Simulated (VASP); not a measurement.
# BeSn2S3 (Pm) in VASP: single point with PBE

Aim: the single point of BeSn2S3 with PBE.

Program: VASP 6.6.1. These are calculated values, not measurements. Logs are shortened: lines on timing, memory, paths and dates and some standing lists are left out, and cuts for length are marked.

### Step 1. The cell of the first run

It takes space group Pm (No. 6, monoclinic). Conventional cell: a = 5.157 Å, b = 3.597 Å, c = 8.629 Å, α = 90.00°, β = 95.63°, γ = 90.00°. Within 2.7 Å of Be (site symmetry m) lie 3 S at 2.04 to 2.06 Å. Sn (site symmetry m) has 5 S at 2.61 to 3.20 Å within 3.4 Å. Within 4.5 Å of Sn (site symmetry m) lie 9 S at 2.62 to 4.45 Å and 4 Be at 3.37 to 3.91 Å and 4 Sn at 3.60 to 4.26 Å. S (site symmetry m) has 1 Be at 2.06 Å and 2 Sn at 2.63 Å within 2.7 Å. Within 2.7 Å of S (site symmetry m) lie 2 Be at 2.04 Å. Within 3.4 Å of S (site symmetry m) lie 3 Sn at 2.61 to 2.62 Å.

The cell was generated, and may not be a known phase.

### Step 2. Single point, PBE

The input, INCAR:

```
SYSTEM = BeSn2S3
PREC = Accurate
ENCUT = 520
EDIFF = 1E-7
ISMEAR = 0
SIGMA = 0.02
LREAL = .FALSE.
LASPH = .TRUE.
NELM = 100
ALGO = Normal
ISIF = 2
LWAVE = .FALSE.
LCHARG = .FALSE.
GGA = PE
NBANDS = 33
```

The input, KPOINTS:

```
regular mesh
0
G
  8 10 4
  0 0 0
```

The input, POSCAR:

```
BeSn2S3
1.0
    5.1571372734      0.0000000000      0.0048320764
    0.0000000000      3.5971690055      0.0000000000
   -0.8540244774      0.0000000000      8.5861988111
Be Sn S
1 2 3
Direct
    0.4293790651      0.5000000000      0.1552063365
    0.4797979842      0.5000000000      0.5745082376
    0.9688917129      0.0000000000      0.9436388281
    0.3335808106      0.5000000000      0.9176044981
    0.4471588648      0.0000000000      0.2667667257
    0.8411905624      0.0000000000      0.6422743938
```

Potentials or basis: VASP PAW PBE potentials, release 64 (Be, Sn_d, S).

Command:

```
$ cat potpaw_PBE.64/Be/POTCAR potpaw_PBE.64/Sn_d/POTCAR potpaw_PBE.64/S/POTCAR > POTCAR
$ mpirun -np 1 vasp_std > vasp.out
```

OUTCAR:

```text
SYSTEM = BeSn2S3
   PREC = Accurate
   ENCUT = 520
   EDIFF = 1E-7
   ISMEAR = 0
   LREAL = .FALSE.
   LASPH = .TRUE.
   NELM = 100
   ISIF = 2
   GGA = PE

 ion  position               nearest neighbor table
   1  0.429  0.500  0.155-   5 2.04   5 2.04   4 2.06
   2  0.480  0.500  0.575-   6 2.61   6 2.61   4 3.13   5 3.20   5 3.20
   3  0.969  0.000  0.944-   6 2.62   4 2.63   4 2.63
   4  0.334  0.500  0.918-   1 2.06   3 2.63   3 2.63   2 3.13
   5  0.447  0.000  0.267-   1 2.04   1 2.04   2 3.20   2 3.20
   6  0.841  0.000  0.642-   2 2.61   2 2.61   3 2.62

  LATTYP: Found a simple monoclinic cell.
 ALAT       =     5.1571395372
 B/A-ratio  =     0.6975124446
 C/A-ratio  =     1.6731304051
 COS(beta)  =    -0.0980439869

  Lattice vectors:

 A1 = (   5.1571372734,   0.0000000000,   0.0048320764)
 A2 = (   0.0000000000,   3.5971690055,   0.0000000000)
 A3 = (  -0.8540244774,   0.0000000000,   8.5861988111)

Analysis of symmetry for initial positions (statically):
=====================================================================
 Subroutine PRICEL returns:
 Original cell was already a primitive cell.

 Routine SETGRP: Setting up the symmetry group for a
 simple monoclinic supercell.

 Subroutine GETGRP returns: Found  2 space group operations
 (whereof  2 operations were pure point group operations)
 out of a pool of  4 trial point group operations.

The static configuration has the point symmetry C_1h.

Analysis of symmetry for dynamics (positions and initial velocities):
=====================================================================
 Subroutine PRICEL returns:
 Original cell was already a primitive cell.

 Routine SETGRP: Setting up the symmetry group for a
 simple monoclinic supercell.

 Subroutine GETGRP returns: Found  2 space group operations
 (whereof  2 operations were pure point group operations)
 out of a pool of  4 trial point group operations.

The dynamic configuration has the point symmetry C_1h.

 Subroutine INISYM returns: Found  2 space group operations
 (whereof  2 operations are pure point group operations),
 and found     1 'primitive' translations

----------------------------------------------------------------------------------------

                                     Primitive cell

  volume of cell :     159.2982

  direct lattice vectors                    reciprocal lattice vectors
     5.157137273  0.000000000  0.004832076     0.193887958  0.000000000  0.019285025
     0.000000000  3.597169006  0.000000000     0.000000000  0.277996391  0.000000000
    -0.854024477  0.000000000  8.586198811    -0.000109115  0.000000000  0.116455120

  length of vectors
     5.157139537  3.597169006  8.628566963     0.194844688  0.277996391  0.116455171

  position of ions in fractional coordinates (direct lattice)
     0.429379065  0.500000000  0.155206337
     0.479797984  0.500000000  0.574508238
     0.968891713  0.000000000  0.943638828
     0.333580811  0.500000000  0.917604498
     0.447158865  0.000000000  0.266766726
     0.841190562  0.000000000  0.642274394

  ion indices of the primitive-cell ions
   primitive index   ion index
                 1           1
                 2           2
                 3           3
                 4           4
                 5           5
                 6           6

----------------------------------------------------------------------------------------

 KPOINTS: regular mesh

Automatic generation of k-mesh.
 Grid dimensions read from file:
 generate k-points for:    8   10    4

 Generating k-lattice:

  Cartesian coordinates                     Fractional coordinates (reciprocal lattice)
     0.024235995  0.000000000  0.002410628     0.125000000  0.000000000  0.000000000
     0.000000000  0.027799639  0.000000000     0.000000000  0.100000000  0.000000000
    -0.000027279  0.000000000  0.029113780     0.000000000  0.000000000  0.250000000

  Length of vectors
     0.024355586  0.027799639  0.029113793

  Shift w.r.t. Gamma in fractional coordinates (k-lattice)
     0.000000000  0.000000000  0.000000000

 Subroutine IBZKPT returns following result:
 ===========================================

 Found    108 irreducible k-points:

 Following reciprocal coordinates:
            Coordinates               Weight
  0.000000  0.000000  0.000000      1.000000
  0.125000  0.000000  0.000000      2.000000
  0.250000  0.000000  0.000000      2.000000
  0.375000  0.000000  0.000000      2.000000
  0.500000  0.000000  0.000000      1.000000
  0.000000  0.100000  0.000000      2.000000
[... 16 lines left out ...]
  0.250000  0.400000  0.000000      4.000000
  0.375000  0.400000  0.000000      4.000000
 [... further k-points ...]
   k-points           NKPTS =    108   k-points in BZ     NKDIM =    108   number of bands    NBANDS=     33
   number of dos      NEDOS =    301   number of ions     NIONS =      6
   total plane-waves  NPLWV =  71680
   dimension x,y,z NGX =    40 NGY =   28 NGZ =   64
   dimension x,y,z NGXF=    80 NGYF=   56 NGZF=  128
   ions per type =               1   2   3
   NGX,Y,Z   is equivalent  to a cutoff of  12.89, 12.94, 12.33 a.u.
   NGXF,Y,Z  is equivalent  to a cutoff of  25.79, 25.88, 24.66 a.u.
 SYSTEM =  BeSn2S3
   PREC   = accura    normal or accurate (medium, high low for compatibility)
   ISTART =      0    job   : 0-new  1-cont  2-samecut
   ICHARG =      2    charge: 1-file 2-atom 10-const
   ISPIN  =      1    spin polarized calculation?
   LNONCOLLINEAR =      F non collinear calculations
   LSORBIT =      F    spin-orbit coupling
   LASPH  =      T    aspherical Exc in radial PAW
   ENCUT  =  520.0 eV  38.22 Ry    6.18 a.u.   9.59  6.69 16.04*2*pi/ulx,y,z
   NELM   =    100;   NELMIN=  2; NELMDL= -5     # of ELM steps
   EDIFF  = 0.1E-06   stopping-criterion for ELM
   LREAL  =      F    real-space projection
   EDIFFG = 0.1E-05   stopping-criterion for IOM
   NSW    =      0    number of steps for IOM
   IBRION =     -1    ionic relax: 0-MD 1-quasi-New 2-CG
   NFREE  =      0    steps in history (QN), initial steepest desc. (CG)
   ISIF   =      2    stress and relaxation
   ISYM   =      2    0-nonsym 1-usesym 2-fastsym
   POTIM  = 0.5000    time-step for ionic-motion
   TEBEG  =    0.0;   TEEND  =   0.0 temperature during run
   PSTRESS=    0.0 pullay stress
   NELECT =      48.0000    total number of electrons
   NUPDOWN=      -1.0000    fix difference up-down
   EMIN   =  10.00;   EMAX   =-10.00  energy-range for DOS
   EFERMI =   0.00;   METHOD = LEGACY
   ISMEAR =     0;   SIGMA  =   0.02  broadening in eV -4-tet -1-fermi 0-gaus
   EFERMI_NEDOS =   21; number of points for ismear=-14 and -15
   IALGO  =     38    algorithm
   IMIX   =      4    mixing-type and parameters
     AMIX     =   0.40;   BMIX     =  1.00
     AMIX_MAG =   1.60;   BMIX_MAG =  1.00
  volume/ion in A,a.u.               =      26.55       179.17
  Fermi-wavevector in a.u.,A,eV,Ry     =   1.097535  2.074040 16.389339  1.204582
  Thomas-Fermi vector in A             =   2.233896
   LORBIT       =      0    0 simple, 1 ext, 2 COOP (PROOUT), +10 PAW based schemes
   GGA     = PE    functional components
   LHFCALC =     F    Hartree Fock is set to
   AEXX    =    0.0000 exact exchange contribution
   IVDW    =     0    specifies the selected vdW correction
   LEPSILON=     F    determine dielectric tensor
   LRPA    =     F    only Hartree local field effects (RPA)
 non-spin polarized calculation
 Gauss-broadening in eV      SIGMA  =   0.02
  energy-cutoff  :      520.00
  volume of cell :      159.30
 maximum number of plane-waves:      4316
 NGX is ok and might be reduce to    40
   NGX = 19   NGY = 13   NGZ = 33

 number of electron      47.9999994 magnetization

 Free energy of the ion-electron system (eV)
  ---------------------------------------------------
  ext. energy  EPLUGINS =         0.00000000
  ---------------------------------------------------
  free energy    TOTEN  =       -26.58988724 eV

  energy without entropy =      -26.58988724  energy(sigma->0) =      -26.58988724

 E-fermi :   3.5915     XC(G=0):  -8.4998

 val. band max:        3.4399396999   @ k =   0.5000   0.1000   0.5000
 cond. band min:       4.0343314808   @ k =   0.0000   0.5000   0.0000
 fundamental gap:      0.5943917810
 Fermi energy:         3.5915478608

 k-point     1 :       0.0000    0.0000    0.0000
  band No.  band energies     occupation
      1     -17.8507      2.00000
      2     -17.7812      2.00000
      3     -17.7528      2.00000
      4     -17.7492      2.00000
      5     -17.6984      2.00000
      6     -17.6935      2.00000
[... 25 lines left out ...]
     32       9.2827      0.00000
     33       9.3455      0.00000

 k-point     2 :       0.1250    0.0000    0.0000
  band No.  band energies     occupation
      1     -17.8506      2.00000
      2     -17.7813      2.00000
      3     -17.7528      2.00000
      4     -17.7491      2.00000
      5     -17.6983      2.00000
      6     -17.6936      2.00000
[... 25 lines left out ...]
     32       9.1791      0.00000
     33       9.4415      0.00000

 k-point     3 :       0.2500    0.0000    0.0000
  band No.  band energies     occupation
      1     -17.8505      2.00000
      2     -17.7813      2.00000
      3     -17.7528      2.00000
      4     -17.7489      2.00000
      5     -17.6979      2.00000
      6     -17.6937      2.00000
[... 25 lines left out ...]
     32       9.2579      0.00000
     33       9.6872      0.00000

 k-point     4 :       0.3750    0.0000    0.0000
  band No.  band energies     occupation
      1     -17.8504      2.00000
      2     -17.7813      2.00000
      3     -17.7528      2.00000
      4     -17.7488      2.00000
      5     -17.6975      2.00000
      6     -17.6938      2.00000
[... 673 lines left out ...]
     32       9.2676      0.00000
     33       9.9395      0.00000

 k-point    23 :       0.2500    0.4000    0.0000
  band No.  band energies     occupation
      1     -17.8089      2.00000
      2     -17.8044      2.00000
      3     -17.7483      2.00000
      4     -17.7342      2.00000
      5     -17.7311      2.00000
      6     -17.6789      2.00000
[... 25 lines left out ...]
     32       9.5060      0.00000
     33       9.8144      0.00000

 k-point    24 :       0.3750    0.4000    0.0000
  band No.  band energies     occupation
      1     -17.8089      2.00000
      2     -17.8044      2.00000
      3     -17.7482      2.00000
      4     -17.7349      2.00000
      5     -17.7319      2.00000
      6     -17.6788      2.00000
[... 25 lines left out ...]
     32       9.5459      0.00000
     33       9.7753      0.00000

 [... further k-points ...]

------------------------ aborting loop because EDIFF is reached ----------------------------------------

  FORCE on cell =-STRESS in cart. coord.  units (eV):
  Direction    XX          YY          ZZ          XY          YZ          ZX
  --------------------------------------------------------------------------------------
  -------------------------------------------------------------------------------------
  Total       -0.0303707     -0.0154424     -0.0008516      0.0000000      0.0000000      0.0037941
  in kB       -0.3054601     -0.1553150     -0.0085653      0.0000000      0.0000000      0.0381603
  external PRESSURE =      -0.1564468 kB  Pullay stress =       0.0000000 kB

 VOLUME and BASIS-vectors are now :
 -----------------------------------------------------------------------------
  energy-cutoff  :      520.00
  volume of cell :      159.30
      direct lattice vectors                 reciprocal lattice vectors
     5.157137273  0.000000000  0.004832076     0.193887958  0.000000000  0.019285025
     0.000000000  3.597169006  0.000000000     0.000000000  0.277996391  0.000000000
    -0.854024477  0.000000000  8.586198811    -0.000109115  0.000000000  0.116455120

 POSITION                                       TOTAL-FORCE (eV/Angst)
 -----------------------------------------------------------------------------------
      2.08182      1.79858      1.33471         0.005615      0.000000      0.008585
      1.98374      1.79858      4.93516        -0.011868      0.000000     -0.002912
      4.19082      0.00000      8.10695        -0.014637      0.000000      0.014713
      0.93667      1.79858      7.88035         0.011933      0.000000     -0.011453
      2.07823      0.00000      2.29267        -0.006759      0.000000     -0.000790
      3.78962      0.00000      5.51876         0.015717      0.000000     -0.008142
 -----------------------------------------------------------------------------------
    total drift:                                0.000644     -0.000000      0.000688

  FREE ENERGIE OF THE ION-ELECTRON SYSTEM (eV)
  ---------------------------------------------------
  free  energy   TOTEN  =       -26.5898872368 eV

  energy  without entropy=      -26.5898872368  energy(sigma->0) =      -26.58988724
```

Run time: 17 min. Hardware: 1 thread of Intel Xeon 8259CL, shared host; peak memory 0.59 GiB.

Results:

* Free energy: -26.5899 eV
* Pressure: 0.0 GPa
* Largest force: 0.021 eV/Å
* Band gap on the k mesh: 0.59 eV (least direct gap 1.27 eV)

Forces on the atoms (eV/Å):
```
Be   0.006  0.000  0.009
Sn  -0.012  0.000 -0.003
Sn  -0.015  0.000  0.015
S    0.012  0.000 -0.011
S   -0.007  0.000 -0.001
S    0.016  0.000 -0.008
```

Levels at points of the mesh, in eV from the valence-band top:
| k point | band 22 | band 23 | band 24 | band 25 | band 26 | band 27 |
| --- | --- | --- | --- | --- | --- | --- |
| (0.00, 0.00, 0.00) | -1.60 | -1.16 | -1.12 | 2.40 | 3.21 | 3.65 |
| (0.50, 0.00, 0.00) | -1.13 | -0.54 | -0.09 | 1.95 | 2.39 | 3.18 |
| (0.00, 0.50, 0.00) | -1.39 | -1.02 | -0.99 | 0.59 | 1.81 | 2.02 |
| (0.50, 0.50, 0.00) | -1.77 | -1.51 | -0.41 | 1.65 | 2.61 | 2.91 |
| (0.00, 0.00, 0.50) | -1.39 | -1.03 | -0.70 | 1.43 | 3.50 | 3.67 |
| (0.50, 0.00, 0.50) | -1.24 | -0.70 | -0.14 | 2.23 | 2.35 | 2.98 |
| (0.00, 0.50, 0.50) | -1.47 | -1.16 | -0.66 | 0.61 | 1.37 | 2.53 |
| (0.50, 0.50, 0.50) | -2.10 | -1.49 | -0.88 | 2.11 | 2.58 | 3.14 |

Caveat: semilocal functionals underestimate gaps, and a narrow one can read as zero; spin-orbit coupling is left out, which moves the levels of the heavy elements.
